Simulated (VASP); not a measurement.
# MoS2 (P6_3/mmc) in VASP: a series of runs

MoS2 is run at these levels: r2SCAN; tasks: single point.

Program: VASP 6.6.1. These are calculated values, not measurements. Logs are shortened: lines on timing, memory, paths and dates and some standing lists are left out, and cuts for length are marked.

## 1. The cell of the first run

Symmetry: P6_3/mmc, No. 194, hexagonal system. Conventional cell: a = 3.110 Å, b = 3.110 Å, c = 12.557 Å, α = 90.00°, β = 90.00°, γ = 120.00°. Mo (site symmetry -6m2) has 6 S at 2.39 Å and 6 Mo at 3.11 Å within 3.2 Å. Within 3.2 Å of S (site symmetry 3m) lie 3 Mo at 2.39 Å and 7 S at 3.11 to 3.15 Å.

## 2. Single point, r2SCAN (epitaxial xy strain -2.0%)

File POSCAR:

```
MoS2
1.0
    3.1095595307      0.0000000000      0.0000000000
   -1.5547797654      2.6929575482      0.0000000000
    0.0000000000      0.0000000000     12.5565738830
Mo S
2 4
Direct
    0.3333333333      0.6666666667      0.2500000000
    0.6666666667      0.3333333333      0.7500000000
    0.6666666667      0.3333333333      0.3755948661
    0.6666666667      0.3333333333      0.1244051339
    0.3333333333      0.6666666667      0.8755948661
    0.3333333333      0.6666666667      0.6244051339
```

File INCAR.step1:

```
SYSTEM = MoS2
PREC = Accurate ; ENCUT = 520
ISMEAR = 0 ; SIGMA = 0.01
LREAL = .FALSE. ; LASPH = .TRUE.
NELM = 60 ; NBANDS = 35
GGA = PE ; ALGO = Normal
EDIFF = 1E-4 ; LWAVE = .TRUE.
LCHARG = .FALSE.
```

File INCAR.step2:

```
SYSTEM = MoS2
PREC = Accurate ; ENCUT = 520
EDIFF = 1E-7 ; ISMEAR = 0
SIGMA = 0.01 ; LREAL = .FALSE.
LASPH = .TRUE. ; NELM = 60
ALGO = Normal ; ISIF = 2
LWAVE = .FALSE. ; LCHARG = .FALSE.
METAGGA = R2SCAN ; LMIXTAU = .TRUE.
NBANDS = 35 ; ISTART = 1
```

File KPOINTS:

```
Automatic mesh
0
G
  12 12 2
  0 0 0
```

Potentials or basis: VASP PAW PBE potentials, release 64 (Mo_sv, S).

Launch:

```
$ cat potpaw_PBE.64/Mo_sv/POTCAR potpaw_PBE.64/S/POTCAR > POTCAR
$ cp INCAR.step1 INCAR
$ mpirun -np 1 vasp_std > vasp.out
$ cp INCAR.step2 INCAR
$ mpirun -np 1 vasp_std > vasp.out
```

OUTCAR:

```text
SYSTEM = MoS2
   PREC = Accurate
   ENCUT = 520
   EDIFF = 1E-7
   ISMEAR = 0
   LREAL = .FALSE.
   LASPH = .TRUE.
   NELM = 60
   ISIF = 2
   METAGGA = R2SCAN
   ISTART = 1

 ion  position               nearest neighbor table
   1  0.333  0.667  0.250-   3 2.39   4 2.39   3 2.39   4 2.39   3 2.39   4 2.39
   2  0.667  0.333  0.750-   5 2.39   6 2.39   5 2.39   6 2.39   5 2.39   6 2.39
   3  0.667  0.333  0.376-   1 2.39   1 2.39   1 2.39
   4  0.667  0.333  0.124-   1 2.39   1 2.39   1 2.39
   5  0.333  0.667  0.876-   2 2.39   2 2.39   2 2.39
   6  0.333  0.667  0.624-   2 2.39   2 2.39   2 2.39

  LATTYP: Found a hexagonal cell.
 ALAT       =     3.1095595307
 C/A-ratio  =     4.0380554735

  Lattice vectors:

 A1 = (   3.1095595307,   0.0000000000,   0.0000000000)
 A2 = (  -1.5547797654,   2.6929575482,   0.0000000000)
 A3 = (   0.0000000000,   0.0000000000,  12.5565738830)

Analysis of symmetry for initial positions (statically):
=====================================================================
 Subroutine PRICEL returns:
 Original cell was already a primitive cell.

 Routine SETGRP: Setting up the symmetry group for a
 hexagonal supercell.

 Subroutine GETGRP returns: Found 24 space group operations
 (whereof 12 operations were pure point group operations)
 out of a pool of 24 trial point group operations.

The static configuration has the point symmetry D_3d.
 The point group associated with its full space group is D_6h.

Analysis of symmetry for dynamics (positions and initial velocities):
=====================================================================
 Subroutine PRICEL returns:
 Original cell was already a primitive cell.

 Routine SETGRP: Setting up the symmetry group for a
 hexagonal supercell.

 Subroutine GETGRP returns: Found 24 space group operations
 (whereof 12 operations were pure point group operations)
 out of a pool of 24 trial point group operations.

The dynamic configuration has the point symmetry D_3d.
 The point group associated with its full space group is D_6h.

 Subroutine INISYM returns: Found 24 space group operations
 (whereof 12 operations are pure point group operations),
 and found     1 'primitive' translations

----------------------------------------------------------------------------------------

                                     Primitive cell

  volume of cell :     105.1476

  direct lattice vectors                    reciprocal lattice vectors
     3.109559531  0.000000000  0.000000000     0.321588955  0.185669470  0.000000000
    -1.554779765  2.692957548  0.000000000     0.000000000  0.371338939  0.000000000
     0.000000000  0.000000000 12.556573883     0.000000000  0.000000000  0.079639558

  length of vectors
     3.109559531  3.109559531 12.556573883     0.371338939  0.371338939  0.079639558

  position of ions in fractional coordinates (direct lattice)
     0.333333333  0.666666667  0.250000000
     0.666666667  0.333333333  0.750000000
     0.666666667  0.333333333  0.375594866
     0.666666667  0.333333333  0.124405134
     0.333333333  0.666666667  0.875594866
     0.333333333  0.666666667  0.624405134

  ion indices of the primitive-cell ions
   primitive index   ion index
                 1           1
                 2           2
                 3           3
                 4           4
                 5           5
                 6           6

----------------------------------------------------------------------------------------

 KPOINTS: Automatic mesh

Automatic generation of k-mesh.
 Grid dimensions read from file:
 generate k-points for:   12   12    2

 Generating k-lattice:

  Cartesian coordinates                     Fractional coordinates (reciprocal lattice)
     0.026799080  0.015472456  0.000000000     0.083333333  0.000000000  0.000000000
     0.000000000  0.030944912  0.000000000     0.000000000  0.083333333  0.000000000
     0.000000000  0.000000000  0.039819779     0.000000000  0.000000000  0.500000000

  Length of vectors
     0.030944912  0.030944912  0.039819779

  Shift w.r.t. Gamma in fractional coordinates (k-lattice)
     0.000000000  0.000000000  0.000000000

 Subroutine IBZKPT returns following result:
 ===========================================

 Found     38 irreducible k-points:

 Following reciprocal coordinates:
            Coordinates               Weight
  0.000000  0.000000  0.000000      1.000000
  0.083333  0.000000  0.000000      6.000000
  0.166667  0.000000  0.000000      6.000000
  0.250000  0.000000  0.000000      6.000000
  0.333333 -0.000000  0.000000      6.000000
  0.416667  0.000000  0.000000      6.000000
[... 16 lines left out ...]
  0.250000  0.000000  0.500000      6.000000
  0.333333 -0.000000  0.500000      6.000000
 [... further k-points ...]
   k-points           NKPTS =     38   k-points in BZ     NKDIM =     38   number of bands    NBANDS=     35
   number of dos      NEDOS =    301   number of ions     NIONS =      6
   total plane-waves  NPLWV =  55296
   dimension x,y,z NGX =    24 NGY =   24 NGZ =   96
   dimension x,y,z NGXF=    48 NGYF=   48 NGZF=  192
   ions per type =               2   4
   NGX,Y,Z   is equivalent  to a cutoff of  12.83, 12.83, 12.71 a.u.
   NGXF,Y,Z  is equivalent  to a cutoff of  25.66, 25.66, 25.42 a.u.
 SYSTEM =  MoS2
   PREC   = accura    normal or accurate (medium, high low for compatibility)
   ISTART =      1    job   : 0-new  1-cont  2-samecut
   ICHARG =      0    charge: 1-file 2-atom 10-const
   ISPIN  =      1    spin polarized calculation?
   LNONCOLLINEAR =      F non collinear calculations
   LSORBIT =      F    spin-orbit coupling
   LASPH  =      T    aspherical Exc in radial PAW
   ENCUT  =  520.0 eV  38.22 Ry    6.18 a.u.   5.78  5.78 23.35*2*pi/ulx,y,z
   NELM   =     60;   NELMIN=  2; NELMDL=  0     # of ELM steps
   EDIFF  = 0.1E-06   stopping-criterion for ELM
   LREAL  =      F    real-space projection
   EDIFFG = 0.1E-05   stopping-criterion for IOM
   NSW    =      0    number of steps for IOM
   IBRION =     -1    ionic relax: 0-MD 1-quasi-New 2-CG
   NFREE  =      0    steps in history (QN), initial steepest desc. (CG)
   ISIF   =      2    stress and relaxation
   ISYM   =      2    0-nonsym 1-usesym 2-fastsym
   POTIM  = 0.5000    time-step for ionic-motion
   TEBEG  =    0.0;   TEEND  =   0.0 temperature during run
   PSTRESS=    0.0 pullay stress
   NELECT =      52.0000    total number of electrons
   NUPDOWN=      -1.0000    fix difference up-down
   EMIN   =  10.00;   EMAX   =-10.00  energy-range for DOS
   EFERMI =   0.00;   METHOD = LEGACY
   ISMEAR =     0;   SIGMA  =   0.01  broadening in eV -4-tet -1-fermi 0-gaus
   EFERMI_NEDOS =   21; number of points for ismear=-14 and -15
   IALGO  =     38    algorithm
   IMIX   =      4    mixing-type and parameters
     AMIX     =   0.40;   BMIX     =  1.00
     AMIX_MAG =   1.60;   BMIX_MAG =  1.00
  volume/ion in A,a.u.               =      17.52       118.26
  Fermi-wavevector in a.u.,A,eV,Ry     =   1.294621  2.446480 22.803969  1.676044
  Thomas-Fermi vector in A             =   2.426193
   LORBIT       =      0    0 simple, 1 ext, 2 COOP (PROOUT), +10 PAW based schemes
   METAGGA = R2SCAN    functional components
   LHFCALC =     F    Hartree Fock is set to
   AEXX    =    0.0000 exact exchange contribution
   IVDW    =     0    specifies the selected vdW correction
   LEPSILON=     F    determine dielectric tensor
   LRPA    =     F    only Hartree local field effects (RPA)
 non-spin polarized calculation
 Gauss-broadening in eV      SIGMA  =   0.01
  energy-cutoff  :      520.00
  volume of cell :      105.15
 maximum number of plane-waves:      2858
 NGX is ok and might be reduce to    24
   NGX = 11   NGY = 11   NGZ = 47

 number of electron      52.0000005 magnetization

 Free energy of the ion-electron system (eV)
  ---------------------------------------------------
  ext. energy  EPLUGINS =         0.00000000
  ---------------------------------------------------
  free energy    TOTEN  =       -89.94941422 eV

  energy without entropy =      -89.94941422  energy(sigma->0) =      -89.94941422

 E-fermi :   7.5261     XC(G=0): -11.5791

 val. band max:        7.4079499480   @ k =   0.0000   0.0000   0.0000
 cond. band min:       8.5630408623   @ k =   0.1667   0.1667   0.0000
 fundamental gap:      1.1550909143
 Fermi energy:         7.5260709868

 k-point     1 :       0.0000    0.0000    0.0000
  band No.  band energies     occupation
      1     -55.8180      2.00000
      2     -55.8180      2.00000
      3     -29.2839      2.00000
      4     -29.2838      2.00000
      5     -28.9753      2.00000
      6     -28.9753      2.00000
[... 27 lines left out ...]
     34      10.2975      0.00000
     35      14.0622      0.00000

 k-point     2 :       0.0833    0.0000    0.0000
  band No.  band energies     occupation
      1     -55.8142      2.00000
      2     -55.8142      2.00000
      3     -29.2769      2.00000
      4     -29.2768      2.00000
      5     -29.0100      2.00000
      6     -29.0100      2.00000
[... 27 lines left out ...]
     34      10.2610      0.00000
     35      14.5844      0.00000

 k-point     3 :       0.1667    0.0000    0.0000
  band No.  band energies     occupation
      1     -55.8040      2.00000
      2     -55.8040      2.00000
      3     -29.2576      2.00000
      4     -29.2576      2.00000
      5     -29.1039      2.00000
      6     -29.1039      2.00000
[... 27 lines left out ...]
     34      10.7295      0.00000
     35      15.5527      0.00000

 k-point     4 :       0.2500    0.0000    0.0000
  band No.  band energies     occupation
      1     -55.7899      2.00000
      2     -55.7899      2.00000
      3     -29.2312      2.00000
      4     -29.2312      2.00000
      5     -29.2302      2.00000
      6     -29.2302      2.00000
[... 27 lines left out ...]
     34      11.2053      0.00000
     35      15.6640      0.00000

 k-point     5 :       0.3333   -0.0000    0.0000
  band No.  band energies     occupation
      1     -55.7759      2.00000
      2     -55.7759      2.00000
      3     -29.3543      2.00000
      4     -29.3543      2.00000
      5     -29.2047      2.00000
      6     -29.2047      2.00000
[... 638 lines left out ...]
 k-point    22 :       0.1667    0.0000    0.5000
  band No.  band energies     occupation
      1     -55.8040      2.00000
      2     -55.8040      2.00000
      3     -29.2576      2.00000
      4     -29.2576      2.00000
      5     -29.1039      2.00000
      6     -29.1039      2.00000
[... 27 lines left out ...]
     34      10.6746      0.00000
     35      15.6893      0.00000

 k-point    23 :       0.2500    0.0000    0.5000
  band No.  band energies     occupation
      1     -55.7899      2.00000
      2     -55.7899      2.00000
      3     -29.2312      2.00000
      4     -29.2312      2.00000
      5     -29.2302      2.00000
      6     -29.2302      2.00000
[... 27 lines left out ...]
     34      11.1053      0.00000
     35      15.6035      0.00000

 k-point    24 :       0.3333   -0.0000    0.5000
  band No.  band energies     occupation
      1     -55.7759      2.00000
      2     -55.7759      2.00000
      3     -29.3543      2.00000
      4     -29.3543      2.00000
      5     -29.2047      2.00000
      6     -29.2047      2.00000
[... 27 lines left out ...]
     34      11.3997      0.00000
     35      14.8720      0.00000

 [... further k-points ...]

------------------------ aborting loop because EDIFF is reached ----------------------------------------

  FORCE on cell =-STRESS in cart. coord.  units (eV):
  Direction    XX          YY          ZZ          XY          YZ          ZX
  --------------------------------------------------------------------------------------
  -------------------------------------------------------------------------------------
  Total        4.9303615      4.9303615      0.6824751     -0.0000000      0.0000000     -0.0000000
  in kB       75.1259211     75.1259211     10.3991496     -0.0000000      0.0000000     -0.0000000
  external PRESSURE =      53.5503306 kB  Pullay stress =       0.0000000 kB

 VOLUME and BASIS-vectors are now :
 -----------------------------------------------------------------------------
  energy-cutoff  :      520.00
  volume of cell :      105.15
      direct lattice vectors                 reciprocal lattice vectors
     3.109559531  0.000000000  0.000000000     0.321588955  0.185669470  0.000000000
    -1.554779765  2.692957548  0.000000000     0.000000000  0.371338939  0.000000000
     0.000000000  0.000000000 12.556573883     0.000000000  0.000000000  0.079639558

 POSITION                                       TOTAL-FORCE (eV/Angst)
 -----------------------------------------------------------------------------------
     -0.00000      1.79531      3.13914         0.000000     -0.000000      0.000000
      1.55478      0.89765      9.41743        -0.000000      0.000000      0.000000
      1.55478      0.89765      4.71618        -0.000000      0.000000     -0.050332
      1.55478      0.89765      1.56210        -0.000000      0.000000      0.050332
     -0.00000      1.79531     10.99447         0.000000     -0.000000     -0.050332
     -0.00000      1.79531      7.84039        -0.000000     -0.000000      0.050332
 -----------------------------------------------------------------------------------
    total drift:                               -0.000000      0.000000     -0.000000

  FREE ENERGIE OF THE ION-ELECTRON SYSTEM (eV)
  ---------------------------------------------------
  free  energy   TOTEN  =       -89.9494142170 eV

  energy  without entropy=      -89.9494142170  energy(sigma->0) =      -89.94941422
```

Run time: 3.5 min. Hardware: 1 thread of Intel Xeon 6975P-C (Granite Rapids), shared host; peak memory 0.3 GiB.

What came out:

```yaml
Free_energy: -89.9494 eV
Pressure: 5.4 GPa
Largest_force: 0.050 eV/Å
Band_gap_on_the_k_mesh: 1.16 eV (least direct gap 2.00 eV)
```

Forces on the atoms (eV/Å):
```
Mo   0.000  0.000  0.000
Mo   0.000  0.000  0.000
S    0.000  0.000 -0.050
S    0.000  0.000  0.050
S    0.000  0.000 -0.050
S    0.000  0.000  0.050
```

Stress tensor (GPa, compression positive):
```
7.51 0.00 0.00
0.00 7.51 0.00
0.00 0.00 1.04
```

Levels at points of the mesh, in eV from the valence-band top:
```tsv
k point	band 24	band 25	band 26	band 27	band 28	band 29
(0.00, 0.00, 0.00)	-1.42	-1.19	0.00	2.62	2.62	2.64
(0.50, 0.00, 0.00)	-1.33	-1.26	-1.20	2.16	2.19	2.49
(0.00, 0.00, 0.50)	-1.96	-0.32	-0.32	2.62	2.62	2.62
(0.50, 0.00, 0.50)	-1.41	-1.23	-1.23	2.17	2.17	2.65
```

Caveat: the cell differs from its parent crystal (epitaxial xy strain -2.0%); the stress differs along the axes, from 1 to 8 GPa; the PAW data sets were made with another functional, which shifts forces and pressure a little.

## 3. Single point, r2SCAN (epitaxial xy strain -1.0%)

File POSCAR:

```
MoS2
1.0
    3.1412897300      0.0000000000      0.0000000000
   -1.5706448650      2.7204367068      0.0000000000
    0.0000000000      0.0000000000     12.4980754390
Mo S
2 4
Direct
    0.3333333333      0.6666666667      0.2500000000
    0.6666666667      0.3333333333      0.7500000000
    0.6666666667      0.3333333333      0.3753180843
    0.6666666667      0.3333333333      0.1246819157
    0.3333333333      0.6666666667      0.8753180843
    0.3333333333      0.6666666667      0.6246819157
```

File INCAR.step1:

```
SYSTEM = MoS2
ALGO     = Normal         ! electronic algorithm
EDIFF    = 1E-4           ! SCF threshold, eV
ENCUT    = 520            ! plane-wave cutoff, eV
GGA      = PE             ! functional
ISMEAR   = 0              ! smearing method
LASPH    = .TRUE.         ! aspherical terms in the spheres
LCHARG   = .FALSE.        ! write CHGCAR
LREAL    = .FALSE.        ! projectors in reciprocal space
LWAVE    = .TRUE.         ! write WAVECAR
NBANDS   = 35             ! bands
NELM     = 100            ! most SCF steps
PREC     = Accurate       ! precision mode
SIGMA    = 0.01           ! smearing width, eV
```

File INCAR.step2:

```
SYSTEM = MoS2
ALGO     = Normal         ! electronic algorithm
EDIFF    = 1E-6           ! SCF threshold, eV
ENCUT    = 520            ! plane-wave cutoff, eV
ISIF     = 2              ! what is computed and relaxed
ISMEAR   = 0              ! smearing method
ISTART   = 1            
LASPH    = .TRUE.         ! aspherical terms in the spheres
LCHARG   = .FALSE.        ! write CHGCAR
LMIXTAU  = .TRUE.       
LREAL    = .FALSE.        ! projectors in reciprocal space
LWAVE    = .FALSE.        ! write WAVECAR
METAGGA  = R2SCAN         ! meta-GGA
NBANDS   = 35             ! bands
NELM     = 100            ! most SCF steps
PREC     = Accurate       ! precision mode
SIGMA    = 0.01           ! smearing width, eV
```

File KPOINTS:

```
k-points
0
G
  12 12 2
  0 0 0
```

Potentials or basis: VASP PAW PBE potentials, release 64 (Mo_sv, S).

Launch:

```
$ cat potpaw_PBE.64/Mo_sv/POTCAR potpaw_PBE.64/S/POTCAR > POTCAR
$ cp INCAR.step1 INCAR
$ mpirun -np 1 vasp_std > vasp.out
$ cp INCAR.step2 INCAR
$ mpirun -np 1 vasp_std > vasp.out
```

It took 3 min on 1 thread of Intel Xeon 6975P-C (Granite Rapids), shared host; peak memory 0.3 GiB.

Results (log left out):

```
Free energy            : -90.0264 eV
Pressure               : 3.2 GPa
Largest force          : 0.051 eV/Å
Band gap on the k mesh : 1.10 eV (least direct gap 1.87 eV)
```

Forces in eV/Å, atoms in the order of the input:
```
Mo   0.000  0.000  0.000
Mo   0.000  0.000  0.000
S    0.000  0.000 -0.051
S    0.000  0.000  0.051
S    0.000  0.000 -0.051
S    0.000  0.000  0.051
```

Stress tensor (GPa, compression positive):
```
4.29 0.00 0.00
0.00 4.29 0.00
0.00 0.00 1.03
```

Levels at points of the mesh, in eV from the valence-band top:
```csv
k point,band 24,band 25,band 26,band 27,band 28,band 29
"(0.00, 0.00, 0.00)",-1.40,-1.15,0.00,2.43,2.43,2.45
"(0.50, 0.00, 0.00)",-1.52,-1.35,-1.26,1.92,1.96,2.31
"(0.00, 0.00, 0.50)",-2.15,-0.30,-0.30,2.43,2.43,2.43
"(0.50, 0.00, 0.50)",-1.61,-1.30,-1.30,1.94,1.94,2.45
```

Caveat: the cell differs from its parent crystal (epitaxial xy strain -1.0%); the cell stands under pressure; the PAW data sets were made with another functional, which shifts forces and pressure a little. A k mesh can miss the band edges.
